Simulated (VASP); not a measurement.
# BaTiO3 (P4/mmm) in VASP: notebook, part 2 of 2

VASP 6.6.1. The steps go on from the part before.

### Step 3. Single point, r2SCAN (epitaxial xy strain +2.0%)

POSCAR reads:

```
BaTiO3
1.0
    4.0739784508      0.0000000000      0.0000000000
    0.0000000000      4.0739784508      0.0000000000
    0.0000000000      0.0000000000      3.9401115498
Ba Ti O
1 1 3
Direct
    0.0000000000      0.0000000000      0.0000000000
    0.5000000000      0.5000000000      0.5000000000
    0.5000000000      0.5000000000      0.0000000000
    0.5000000000      0.0000000000      0.5000000000
    0.0000000000      0.5000000000      0.5000000000
```

INCAR.step1 reads:

```
SYSTEM = BaTiO3
PREC = Accurate
ENCUT = 520
ISMEAR = 0
SIGMA = 0.01
LREAL = .FALSE.
LASPH = .TRUE.
NELM = 60
NBANDS = 28
GGA = PE
ALGO = Normal
EDIFF = 1E-4
LWAVE = .TRUE.
LCHARG = .FALSE.
```

INCAR.step2 reads:

```
SYSTEM = BaTiO3
PREC = Accurate
ENCUT = 520
EDIFF = 1E-6
ISMEAR = 0
SIGMA = 0.01
LREAL = .FALSE.
LASPH = .TRUE.
NELM = 60
ALGO = Normal
ISIF = 2
LWAVE = .FALSE.
LCHARG = .TRUE.
METAGGA = R2SCAN
LMIXTAU = .TRUE.
LELF = .TRUE.
LVHAR = .TRUE.
NBANDS = 28
ISTART = 1
```

KPOINTS reads:

```
regular mesh
0
G
  6 6 6
  0 0 0
```

Potentials or basis: VASP PAW PBE potentials, release 64 (Ba_sv, Ti_sv, O).

Command:

```console
$ cat potpaw_PBE.64/Ba_sv/POTCAR potpaw_PBE.64/Ti_sv/POTCAR potpaw_PBE.64/O/POTCAR > POTCAR
$ cp INCAR.step1 INCAR
$ mpirun -np 1 vasp_std > vasp.out
$ cp INCAR.step2 INCAR
$ mpirun -np 1 vasp_std > vasp.out
```

OUTCAR:

```text
SYSTEM = BaTiO3
   PREC = Accurate
   ENCUT = 520
   EDIFF = 1E-6
   ISMEAR = 0
   LREAL = .FALSE.
   LASPH = .TRUE.
   NELM = 60
   ISIF = 2
   METAGGA = R2SCAN
   ISTART = 1

 ion  position               nearest neighbor table
   1  0.000  0.000  0.000-   4 2.83   5 2.83   4 2.83   5 2.83   5 2.83   5 2.83   4 2.83   4 2.83
                             3 2.88   3 2.88   3 2.88   3 2.88   2 3.49   2 3.49   2 3.49   2 3.49
   2  0.500  0.500  0.500-   3 1.97   3 1.97   5 2.04   4 2.04   4 2.04   5 2.04   1 3.49   1 3.49
[... 953 lines left out ...]
  -------------------------------------------------------------------------------------
  Total       -1.8506212     -1.8506212      0.7915114      0.0000000     -0.0000000      0.0000000
  in kB      -45.3400653    -45.3400653     19.3919643      0.0000000     -0.0000000      0.0000000
  external PRESSURE =     -23.7627221 kB  Pullay stress =       0.0000000 kB

 VOLUME and BASIS-vectors are now :
 -----------------------------------------------------------------------------
  energy-cutoff  :      520.00
  volume of cell :       65.40
      direct lattice vectors                 reciprocal lattice vectors
     4.073978451  0.000000000  0.000000000     0.245460307  0.000000000  0.000000000
     0.000000000  4.073978451  0.000000000     0.000000000  0.245460307  0.000000000
     0.000000000  0.000000000  3.940111550     0.000000000  0.000000000  0.253799921

 POSITION                                       TOTAL-FORCE (eV/Angst)
 -----------------------------------------------------------------------------------
      0.00000      0.00000      0.00000         0.000000      0.000000      0.000000
      2.03699      2.03699      1.97006         0.000000      0.000000      0.000000
      2.03699      2.03699      0.00000         0.000000      0.000000      0.000000
      2.03699      0.00000      1.97006         0.000000      0.000000      0.000000
      0.00000      2.03699      1.97006         0.000000      0.000000      0.000000
 -----------------------------------------------------------------------------------
    total drift:                                0.000000      0.000000     -0.000000

  FREE ENERGIE OF THE ION-ELECTRON SYSTEM (eV)
  ---------------------------------------------------
  free  energy   TOTEN  =       -74.1992436537 eV

  energy  without entropy=      -74.1992436537  energy(sigma->0) =      -74.19924365
```

OSZICAR.step1:

```text
N       E                     dE             d eps       ncg     rms          rms(c)
DAV:   1     0.438236013472E+03    0.43824E+03   -0.20979E+04  2240   0.154E+03
DAV:   2    -0.388193309021E+01   -0.44212E+03   -0.42142E+03  2584   0.428E+02
DAV:   3    -0.489706440471E+02   -0.45089E+02   -0.44685E+02  3188   0.134E+02
DAV:   4    -0.509861218569E+02   -0.20155E+01   -0.20115E+01  3356   0.247E+01
DAV:   5    -0.510515295054E+02   -0.65408E-01   -0.65398E-01  3000   0.327E+00    0.225E+01
DAV:   6    -0.402159584061E+02    0.10836E+02   -0.57115E+01  3140   0.652E+01    0.985E+00
DAV:   7    -0.401408829504E+02    0.75075E-01   -0.10241E+01  2972   0.231E+01    0.648E+00
DAV:   8    -0.399594146454E+02    0.18147E+00   -0.60213E-01  2732   0.664E+00    0.355E+00
DAV:   9    -0.399919882641E+02   -0.32574E-01   -0.42192E-01  3156   0.560E+00    0.172E+00
DAV:  10    -0.399617259043E+02    0.30262E-01   -0.19906E-01  2636   0.438E+00    0.578E-01
DAV:  11    -0.399567991797E+02    0.49267E-02   -0.20597E-02  2692   0.885E-01    0.171E-01
DAV:  12    -0.399567699006E+02    0.29279E-04   -0.12607E-03  2676   0.280E-01    0.477E-02
DAV:  13    -0.399567546160E+02    0.15285E-04   -0.16649E-04  1632   0.123E-01
   1 F= -.39956755E+02 E0= -.39956755E+02  d E =-.386753E-28
```

It took 100 s on 1 thread of AMD EPYC 9R45 (Zen 5), shared host; peak memory 0.19 GiB.

What came out:

```yaml
Free_energy: -74.1992 eV
Pressure: -2.4 GPa
Band_gap_on_the_k_mesh: 2.02 eV (least direct gap 2.20 eV)
```

Caveat: the cell differs from its parent crystal (epitaxial xy strain +2.0%); the stress differs along the axes, from -5 to 2 GPa; the PAW data sets were made with another functional, which shifts forces and pressure a little; spin-orbit coupling is left out, which moves the levels of the heavy elements.

### Step 4. Single point, r2SCAN (epitaxial xy strain +3.0%)

POSCAR: that of step 3 with these lines changed.

```diff
@@ -2,5 +2,5 @@
 1.0
-    4.0739784508      0.0000000000      0.0000000000
-    0.0000000000      4.0739784508      0.0000000000
-    0.0000000000      0.0000000000      3.9401115498
+    4.1139194160      0.0000000000      0.0000000000
+    0.0000000000      4.1139194160      0.0000000000
+    0.0000000000      0.0000000000      3.9158428708
 Ba Ti O
```

INCAR.step1 reads:

```
SYSTEM = BaTiO3
ALGO     = Normal         ! electronic algorithm
EDIFF    = 1E-4           ! SCF threshold, eV
ENCUT    = 520            ! plane-wave cutoff, eV
GGA      = PE             ! functional
ISMEAR   = 0              ! smearing method
LASPH    = .True.         ! aspherical terms in the spheres
LCHARG   = .False.        ! write CHGCAR
LREAL    = .False.        ! projectors in reciprocal space
LWAVE    = .True.         ! write WAVECAR
NBANDS   = 28             ! bands
NELM     = 80             ! most SCF steps
PREC     = Accurate       ! precision mode
SIGMA    = 0.01           ! smearing width, eV
```

INCAR.step2 reads:

```
SYSTEM = BaTiO3
ALGO     = Normal         ! electronic algorithm
EDIFF    = 1E-6           ! SCF threshold, eV
ENCUT    = 520            ! plane-wave cutoff, eV
ISIF     = 2              ! what is computed and relaxed
ISMEAR   = 0              ! smearing method
ISTART   = 1            
LASPH    = .True.         ! aspherical terms in the spheres
LCHARG   = .False.        ! write CHGCAR
LMIXTAU  = .True.       
LREAL    = .False.        ! projectors in reciprocal space
LWAVE    = .False.        ! write WAVECAR
METAGGA  = R2SCAN         ! meta-GGA
NBANDS   = 28             ! bands
NELM     = 80             ! most SCF steps
PREC     = Accurate       ! precision mode
SIGMA    = 0.01           ! smearing width, eV
```

KPOINTS reads:

```
k-points
0
Gamma
  6 6 6
  0 0 0
```

Command:

```console
$ cat potpaw_PBE.64/Ba_sv/POTCAR potpaw_PBE.64/Ti_sv/POTCAR potpaw_PBE.64/O/POTCAR > POTCAR
$ cp INCAR.step1 INCAR
$ mpirun -np 1 vasp_std > vasp.out
$ cp INCAR.step2 INCAR
$ mpirun -np 1 vasp_std > vasp.out
```

It took 1.8 min on 1 thread of AMD EPYC 9R45 (Zen 5), shared host; peak memory 0.2 GiB.

It converged, with:

* Free energy: -74.1477 eV
* Pressure: -4.2 GPa
* Band gap on the k mesh: 1.96 eV (least direct gap 2.15 eV)

Stress tensor (GPa, compression positive):
```
-7.32  0.00  0.00
 0.00 -7.32  0.00
 0.00  0.00  1.91
```

Levels at points of the mesh, in eV from the valence-band top:
| k point | band 16 | band 17 | band 18 | band 19 | band 20 | band 21 | band 22 | band 23 | band 24 | band 25 |
| --- | --- | --- | --- | --- | --- | --- | --- | --- | --- | --- |
| (0.00, 0.00, 0.00) | -1.15 | -0.99 | -0.24 | -0.24 | -0.19 | 1.96 | 2.05 | 2.05 | 3.73 | 4.05 |
| (0.50, 0.00, 0.00) | -1.83 | -1.65 | -1.64 | -0.80 | -0.74 | 2.17 | 3.49 | 3.51 | 3.96 | 5.89 |
| (0.50, 0.50, 0.00) | -2.38 | -1.87 | -1.23 | -1.23 | -0.22 | 3.52 | 3.52 | 3.90 | 5.07 | 7.32 |
| (0.00, 0.00, 0.50) | -2.21 | -1.87 | -1.84 | -0.81 | -0.81 | 2.13 | 3.74 | 3.92 | 3.92 | 6.11 |
| (0.50, 0.00, 0.50) | -2.58 | -1.80 | -0.82 | -0.81 | -0.12 | 3.50 | 3.93 | 4.20 | 4.61 | 7.85 |
| (0.50, 0.50, 0.50) | -2.68 | -2.16 | -0.10 | 0.00 | 0.00 | 4.13 | 4.40 | 4.40 | 7.05 | 7.26 |

Caveat: the cell differs from its parent crystal (epitaxial xy strain +3.0%); the stress differs along the axes, from -7 to 2 GPa; the PAW data sets were made with another functional, which shifts forces and pressure a little; spin-orbit coupling is left out, which moves the levels of the heavy elements.

### Step 5. The runs side by side

| cell | gap on the mesh (eV) | pressure (GPa) |
| --- | --- | --- |
| a = 4.034, b = 4.034, c = 3.966 Å, 5 atoms | 2.08 | -0.3 |
| a = 4.074, b = 4.074, c = 3.940 Å, 5 atoms | 2.02 | -2.4 |
| a = 4.114, b = 4.114, c = 3.916 Å, 5 atoms | 1.96 | -4.2 |

Alike in all rows: task single point; level r2SCAN; potentials or basis VASP PAW PBE potentials, release 64 (Ba_sv, Ti_sv, O); no spin polarisation; k mesh 6 × 6 × 6; cutoff (eV) 520; smearing gaussian 0.01 eV.

Caveats: the PAW data sets were made with another functional, which shifts forces and pressure a little; spin-orbit coupling is left out, which moves the levels of the heavy elements; the stress differs along the axes, from -5 to 2 GPa (at least some runs); the stress differs along the axes, from -7 to 2 GPa (at least some runs).

Total energies depend on the potentials used, so only differences within one code and one set of settings carry meaning.
